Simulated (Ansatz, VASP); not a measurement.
One calculation of Cd, two programs

```
Cd
1.0
     4.92583    0.00000    0.00000
    -2.46292    4.26590    0.00000
     0.00000    0.00000    2.93077
Cd
3
Direct
  0.00000 0.00000 0.00000
  0.33333 0.66667 0.50000
  0.66667 0.33333 0.50000
```

Alike in both runs: functional LDA; k mesh 7 × 7 × 10; occupations fermi-dirac, width 0.1 eV; no spin polarisation.

Ansatz relaxed the structure, and its values are those at the end. VASP's run is a single point on that final structure, the one shown.

|  | VASP | Ansatz |
| --- | --- | --- |
| version | VASP 6.6.1 | Ansatz 0.2.0 |
| potentials or method | VASP PAW LDA potentials, release 64 (Cd), cutoff 500 eV | plane waves (420 eV) with PAW, scalar-relativistic |
| valence electrons in the cell | 36 | 60 |

```csv
,VASP,Ansatz,Ansatz less VASP
pressure (GPa),0.6,0.0,-0.55
```

Ansatz warns that its potentials were made for another functional, while VASP's fit it. LDA's correlation is that of Perdew and Zunger in VASP and of Perdew and Wang (1992) in Ansatz. VASP's potentials hold 36 valence electrons a cell and Ansatz's 60, so a difference there can come from the potentials and not from the codes.
